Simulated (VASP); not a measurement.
# C (P1) in VASP: notebook, part 2 of 2

VASP 6.6.1. The steps go on from the part before.

### 3 Single point, r2SCAN

Contents of POSCAR:

```
C
1.0
    0.0000000000      3.6285350000      3.6285350000
    3.6285350000      0.0000000000      3.6285350000
    3.6285350000      3.6285350000      0.0000000000
C
16
Direct
   -0.0206006005      0.0014744243      0.0034586961
    0.1085010893      0.1573637846      0.1125247517
   -0.0303979430      0.0046575271      0.4754260328
    0.1352612005      0.1346273358      0.5868759706
   -0.0309766889      0.4993750922      0.0347247581
    0.1053179865      0.6380674294      0.1298457918
    0.0423586930      0.4787882713      0.4798906446
    0.1038711215      0.6340024280      0.6156754723
    0.4840658833      0.0437504392     -0.0110926310
    0.6264098321      0.1233693488      0.1386923373
    0.5013318047      0.0071929856      0.4818473571
    0.6357937845      0.1196901780      0.6160061843
    0.5383853263      0.4912588689     -0.0096044271
    0.6052580449      0.6434001601      0.1660449741
    0.4615499093      0.5194796247      0.5246332197
    0.6586680299      0.5871240046      0.6503726711
```

Contents of INCAR.step1:

```
SYSTEM = C
PREC     = Accurate       ! precision mode
ENCUT    = 520            ! plane-wave cutoff, eV
ISMEAR   = -1             ! smearing method
SIGMA    = 0.24           ! smearing width, eV
LREAL    = Auto         
LASPH    = .True.         ! aspherical terms in the spheres
NELM     = 100            ! most SCF steps
NBANDS   = 46             ! bands
GGA      = PE             ! functional
ALGO     = Normal         ! electronic algorithm
EDIFF    = 1E-4           ! SCF threshold, eV
LWAVE    = .True.         ! write WAVECAR
LCHARG   = .False.        ! write CHGCAR
```

Contents of INCAR.step2:

```
SYSTEM = C
PREC     = Accurate       ! precision mode
ENCUT    = 520            ! plane-wave cutoff, eV
EDIFF    = 1E-6           ! SCF threshold, eV
ISMEAR   = -1             ! smearing method
SIGMA    = 0.24           ! smearing width, eV
LREAL    = Auto         
LASPH    = .True.         ! aspherical terms in the spheres
NELM     = 100            ! most SCF steps
ALGO     = Normal         ! electronic algorithm
ISIF     = 2              ! what is computed and relaxed
LWAVE    = .False.        ! write WAVECAR
LCHARG   = .False.        ! write CHGCAR
METAGGA  = R2SCAN         ! meta-GGA
LMIXTAU  = .True.       
NBANDS   = 46             ! bands
ISTART   = 1
```

Contents of KPOINTS:

```
regular mesh
0
Gamma
  4 4 4
  0 0 0
```

Potentials or basis: VASP PAW PBE potentials, release 64 (C).

The run is started by

```console
cat potpaw_PBE.64/C/POTCAR > POTCAR
cp INCAR.step1 INCAR
mpirun -np 1 vasp_std > vasp.out
cp INCAR.step2 INCAR
mpirun -np 1 vasp_std > vasp.out
```

OUTCAR:

```text
SYSTEM = C
   PREC = Accurate
   ENCUT = 520
   EDIFF = 1E-6
   ISMEAR = -1
   LREAL = Auto
   LASPH = .True.
   NELM = 100
   ISIF = 2
   METAGGA = R2SCAN
   ISTART = 1

 ion  position               nearest neighbor table
   1  0.979  0.001  0.003-  10 1.48   6 1.52   2 1.66   4 1.75
   2  0.109  0.157  0.113-   5 1.44   3 1.54   9 1.57   1 1.66
   3  0.970  0.005  0.475-  12 1.41   2 1.54   8 1.56   4 1.71
   4  0.135  0.135  0.587-   7 1.45  11 1.54   3 1.71   1 1.75
   5  0.969  0.499  0.035-   2 1.44  14 1.53   6 1.56   8 1.76
   6  0.105  0.638  0.130-   7 1.49   1 1.52   5 1.56  13 1.81
[... 8 lines left out ...]
  15  0.462  0.519  0.525-   8 1.51  14 1.51  16 1.67  12 1.69
  16  0.659  0.587  0.650-  13 1.43   7 1.62  15 1.67  11 1.77

  LATTYP: Found a face centered cubic cell.
 ALAT       =     7.2570700000

  Lattice vectors:

 A1 = (   0.0000000000,   3.6285350000,   3.6285350000)
 A2 = (   3.6285350000,   0.0000000000,   3.6285350000)
 A3 = (   3.6285350000,   3.6285350000,   0.0000000000)

Analysis of symmetry for initial positions (statically):
=====================================================================
 Subroutine PRICEL returns:
 Original cell was already a primitive cell.

 Routine SETGRP: Setting up the symmetry group for a
 face centered cubic supercell.

 Subroutine GETGRP returns: Found  1 space group operations
 (whereof  1 operations were pure point group operations)
 out of a pool of 48 trial point group operations.

The static configuration has the point symmetry C_1 .

Analysis of symmetry for dynamics (positions and initial velocities):
=====================================================================
 Subroutine PRICEL returns:
 Original cell was already a primitive cell.

 Routine SETGRP: Setting up the symmetry group for a
 face centered cubic supercell.

 Subroutine GETGRP returns: Found  1 space group operations
 (whereof  1 operations were pure point group operations)
 out of a pool of 48 trial point group operations.

The dynamic configuration has the point symmetry C_1 .

 Subroutine INISYM returns: Found  1 space group operations
 (whereof  1 operations are pure point group operations),
 and found     1 'primitive' translations

----------------------------------------------------------------------------------------

                                     Primitive cell

  volume of cell :      95.5485

  direct lattice vectors                    reciprocal lattice vectors
     0.000000000  3.628535000  3.628535000    -0.137796659  0.137796659  0.137796659
     3.628535000  0.000000000  3.628535000     0.137796659 -0.137796659  0.137796659
     3.628535000  3.628535000  0.000000000     0.137796659  0.137796659 -0.137796659

  length of vectors
     5.131523409  5.131523409  5.131523409     0.238670814  0.238670814  0.238670814

  position of ions in fractional coordinates (direct lattice)
     0.979399399  0.001474424  0.003458696
     0.108501089  0.157363785  0.112524752
     0.969602057  0.004657527  0.475426033
[... 60 lines left out ...]
            Coordinates               Weight
  0.000000  0.000000  0.000000      1.000000
  0.250000  0.000000  0.000000      2.000000
  0.000000  0.250000  0.000000      2.000000
  0.000000  0.000000  0.250000      2.000000
  0.250000  0.250000  0.250000      2.000000
  0.500000  0.000000  0.000000      1.000000
[... 16 lines left out ...]
  0.250000  0.500000  0.500000      2.000000
  0.500000  0.000000  0.250000      2.000000
 [... further k-points ...]
   k-points           NKPTS =     36   k-points in BZ     NKDIM =     36   number of bands    NBANDS=     46
   number of dos      NEDOS =    301   number of ions     NIONS =     16
   total plane-waves  NPLWV =  64000
   dimension x,y,z NGX =    40 NGY =   40 NGZ =   40
   dimension x,y,z NGXF=    80 NGYF=   80 NGZF=   80
   ions per type =              16
   NGX,Y,Z   is equivalent  to a cutoff of  12.96, 12.96, 12.96 a.u.
   NGXF,Y,Z  is equivalent  to a cutoff of  25.92, 25.92, 25.92 a.u.
 SYSTEM =  C
   PREC   = accura    normal or accurate (medium, high low for compatibility)
   ISTART =      1    job   : 0-new  1-cont  2-samecut
   ICHARG =      0    charge: 1-file 2-atom 10-const
   ISPIN  =      1    spin polarized calculation?
   LNONCOLLINEAR =      F non collinear calculations
   LSORBIT =      F    spin-orbit coupling
   LASPH  =      T    aspherical Exc in radial PAW
   ENCUT  =  520.0 eV  38.22 Ry    6.18 a.u.   9.54  9.54  9.54*2*pi/ulx,y,z
   NELM   =    100;   NELMIN=  2; NELMDL=  0     # of ELM steps
   EDIFF  = 0.1E-05   stopping-criterion for ELM
   LREAL  =      T    real-space projection
   EDIFFG = 0.1E-04   stopping-criterion for IOM
   NSW    =      0    number of steps for IOM
   IBRION =     -1    ionic relax: 0-MD 1-quasi-New 2-CG
   NFREE  =      0    steps in history (QN), initial steepest desc. (CG)
   ISIF   =      2    stress and relaxation
   ISYM   =      2    0-nonsym 1-usesym 2-fastsym
   POTIM  = 0.5000    time-step for ionic-motion
   TEBEG  =    0.0;   TEEND  =   0.0 temperature during run
   PSTRESS=    0.0 pullay stress
   NELECT =      64.0000    total number of electrons
   NUPDOWN=      -1.0000    fix difference up-down
   EMIN   =  10.00;   EMAX   =-10.00  energy-range for DOS
   EFERMI =   0.00;   METHOD = LEGACY
   ISMEAR =    -1;   SIGMA  =   0.24  broadening in eV -4-tet -1-fermi 0-gaus
   EFERMI_NEDOS =   21; number of points for ismear=-14 and -15
   IALGO  =     38    algorithm
   IMIX   =      4    mixing-type and parameters
     AMIX     =   0.40;   BMIX     =  1.00
     AMIX_MAG =   1.60;   BMIX_MAG =  1.00
  volume/ion in A,a.u.               =       5.97        40.30
  Fermi-wavevector in a.u.,A,eV,Ry     =   1.432386  2.706818 27.915490  2.051731
  Thomas-Fermi vector in A             =   2.552019
   LORBIT       =      0    0 simple, 1 ext, 2 COOP (PROOUT), +10 PAW based schemes
   METAGGA = R2SCAN    functional components
   LHFCALC =     F    Hartree Fock is set to
   AEXX    =    0.0000 exact exchange contribution
   IVDW    =     0    specifies the selected vdW correction
   LEPSILON=     F    determine dielectric tensor
   LRPA    =     F    only Hartree local field effects (RPA)
 non-spin polarized calculation
  energy-cutoff  :      520.00
  volume of cell :       95.55
 maximum number of plane-waves:      2637
 NGX is ok and might be reduce to    40
   NGX = 19   NGY = 19   NGZ = 19

 number of electron      64.0000000 magnetization

 Free energy of the ion-electron system (eV)
  ---------------------------------------------------
  ext. energy  EPLUGINS =         0.00000000
  ---------------------------------------------------
  free energy    TOTEN  =      -151.18829502 eV

  energy without entropy =     -151.18490209  energy(sigma->0) =     -151.18659855

 E-fermi :  10.9426     XC(G=0): -13.9792

 val. band max:       10.0524579546   @ k =   0.0000   0.0000   0.0000
 cond. band min:      12.2024137467   @ k =   0.0000   0.2500   0.2500
 fundamental gap:      2.1499557921
 Fermi energy:        10.9426400006

 k-point     1 :       0.0000    0.0000    0.0000
  band No.  band energies     occupation
      1     -13.2300      2.00000
      2      -8.0889      2.00000
      3      -7.8502      2.00000
      4      -7.5826      2.00000
      5      -7.2606      2.00000
      6      -5.7223      2.00000
[... 1117 lines left out ...]
     43      17.8394      0.00000
     44      18.1490      0.00000

 [... further k-points ...]

 [bands above 44 left out]

------------------------ aborting loop because EDIFF is reached ----------------------------------------

  FORCE on cell =-STRESS in cart. coord.  units (eV):
  Direction    XX          YY          ZZ          XY          YZ          ZX
  --------------------------------------------------------------------------------------
  -------------------------------------------------------------------------------------
  Total       -6.4806628     -6.0560016     -5.3251511     -0.7320966     -1.0364237     -0.7172613
  in kB     -108.6690974   -101.5482913    -89.2932385    -12.2759472    -17.3789679    -12.0271869
  external PRESSURE =     -99.8368757 kB  Pullay stress =       0.0000000 kB

 VOLUME and BASIS-vectors are now :
 -----------------------------------------------------------------------------
  energy-cutoff  :      520.00
  volume of cell :       95.55
      direct lattice vectors                 reciprocal lattice vectors
     0.000000000  3.628535000  3.628535000    -0.137796659  0.137796659  0.137796659
     3.628535000  0.000000000  3.628535000     0.137796659 -0.137796659  0.137796659
     3.628535000  3.628535000  0.000000000     0.137796659  0.137796659 -0.137796659

 POSITION                                       TOTAL-FORCE (eV/Angst)
 -----------------------------------------------------------------------------------
      0.01790      3.56633      3.55914        -1.689495      0.923442      3.742584
      0.97930      0.80200      0.96470        -2.851596      0.948887     -3.294268
      1.74200      5.24333      3.53513         0.333434      5.427499      4.698049
      2.61800      2.62030      0.97930         0.011090      3.198352     -3.861026
      1.93800      3.64214      5.32814         0.796038     -2.723516      4.218532
      2.78640      0.85330      2.69740        -3.305891      1.204710      1.985604
[... 8 lines left out ...]
      3.78860      3.57840      3.55970        -3.213652      3.249054      2.411209
      4.49030      4.74990      4.52040         0.215467     -6.401115      1.296612
 -----------------------------------------------------------------------------------
    total drift:                               -0.030253      0.022851      0.001270

  FREE ENERGIE OF THE ION-ELECTRON SYSTEM (eV)
  ---------------------------------------------------
  free  energy   TOTEN  =      -151.1882950150 eV

  energy  without entropy=     -151.1849020893  energy(sigma->0) =     -151.18659855
```

It took 11 min on 1 thread of Intel Xeon Platinum 8488C (Sapphire Rapids), shared host; peak memory 0.28 GiB.

The run converged, but its numbers aren't listed here, since they failed a check.

Caveat: the cell stands under tension; the PAW data sets were made with another functional, which shifts forces and pressure a little.

### 4 Single point, r2SCAN

Contents of POSCAR:

```
C
1.0
    0.0000000000      3.6285350000      3.6285350000
    3.6285350000      0.0000000000      3.6285350000
    3.6285350000      3.6285350000      0.0000000000
C
16
Direct
    0.0080197656      0.0262089245     -0.0203663462
    0.0891819977      0.1379068963      0.1406077108
    0.0067106973      0.0051398154      0.4861052739
    0.1300387071      0.1430191524      0.6218074237
   -0.0438468969      0.5504700933      0.0197324816
    0.1224598908      0.6217523050      0.1309757244
    0.0231636184      0.5021999237      0.4849753413
    0.1169755838      0.6197129144      0.6369926155
    0.4904320890      0.0109823937     -0.0042027981
    0.6319768171      0.1319954196      0.1098652762
    0.5070917051     -0.0009921359      0.4897844447
    0.6060159265      0.1438183730      0.6145868787
    0.5214363373      0.4848926633      0.0136005302
    0.5827007318      0.6617133361      0.1423852877
    0.5042668735      0.4635617405      0.5515586869
    0.6472309072      0.6270850357      0.6222621526
```

Contents of INCAR.step1:

```
PREC = Accurate ; ENCUT = 520
ISMEAR = -1 ; SIGMA = 0.24
LREAL = Auto ; LASPH = T
NELM = 100 ; NBANDS = 46
GGA = PE ; ALGO = Normal
EDIFF = 1E-4 ; LWAVE = T
LCHARG = F
```

Contents of INCAR.step2:

```
PREC = Accurate ; ENCUT = 520
EDIFF = 1E-7 ; ISMEAR = -1
SIGMA = 0.24 ; LREAL = Auto
LASPH = T ; NELM = 100
ALGO = Normal ; ISIF = 2
LWAVE = F ; LCHARG = T
METAGGA = R2SCAN ; LMIXTAU = T
LELF = T ; LVHAR = T
NBANDS = 46 ; ISTART = 1
```

Contents of KPOINTS:

```
Automatic mesh
0
Gamma
  4 4 4
```

The run is started by

```console
cat potpaw_PBE.64/C/POTCAR > POTCAR
cp INCAR.step1 INCAR
mpirun -np 1 vasp_std > vasp.out
cp INCAR.step2 INCAR
mpirun -np 1 vasp_std > vasp.out
```

It took 12 min on 1 thread of Intel Xeon Platinum 8488C (Sapphire Rapids), shared host; peak memory 0.28 GiB.

Results (log left out):

```
Free energy            : -152.6408 eV
Pressure               : -14.2 GPa
Largest force          : 10.870 eV/Å
Band gap on the k mesh : 2.58 eV (least direct gap 2.60 eV)
```

Forces on the atoms (eV/Å):
```
C    0.260  1.259 -3.873
C   -0.863  0.285  4.970
C    2.403  1.029 -2.231
C   -3.822 -0.757 -1.195
C   -5.411  0.807 -2.184
C    0.270 -0.602  3.799
C    2.828 -0.188 -1.900
C    2.240  0.928  2.500
C    2.280 -1.496 -0.335
C    0.311  1.193 -0.882
C    0.933 -0.211  0.398
C   -3.868  6.387 -2.408
C    1.944 -4.904  0.978
C   -3.888  4.211 -0.359
C    4.026 -8.297  5.753
C    0.357  0.356 -3.032
```

Stress tensor (GPa, compression positive):
```
-14.91  -1.85   2.23
 -1.85 -14.11  -3.48
  2.23  -3.48 -13.58
```

Levels at points of the mesh, in eV from the valence-band top:
```
           k point  band 29  band 30  band 31  band 32  band 33  band 34  band 35  band 36
(0.00, 0.00, 0.00)    -2.84    -0.93    -0.56     0.00     2.60     2.98     3.36     3.58
(0.50, 0.00, 0.00)    -3.92    -3.42    -1.59    -1.58     3.52     4.16     4.30     4.54
(0.00, 0.50, 0.00)    -3.30    -2.78    -1.96    -1.80     4.39     4.50     4.77     4.91
(0.00, 0.00, 0.50)    -3.37    -2.86    -2.01    -1.71     4.07     4.27     4.53     4.66
(0.50, 0.50, 0.50)    -2.99    -2.45    -2.31    -1.54     3.60     4.38     4.72     4.87
(0.50, 0.50, 0.00)    -4.17    -3.56    -3.42    -3.09     3.28     3.35     6.20     6.38
(0.00, 0.50, 0.50)    -3.75    -3.56    -3.33    -3.25     2.72     3.37     5.52     6.33
(0.50, 0.00, 0.50)    -4.15    -3.37    -3.23    -3.04     3.09     3.42     5.84     6.09
```

Caveat: the cell stands under tension; the PAW data sets were made with another functional, which shifts forces and pressure a little.
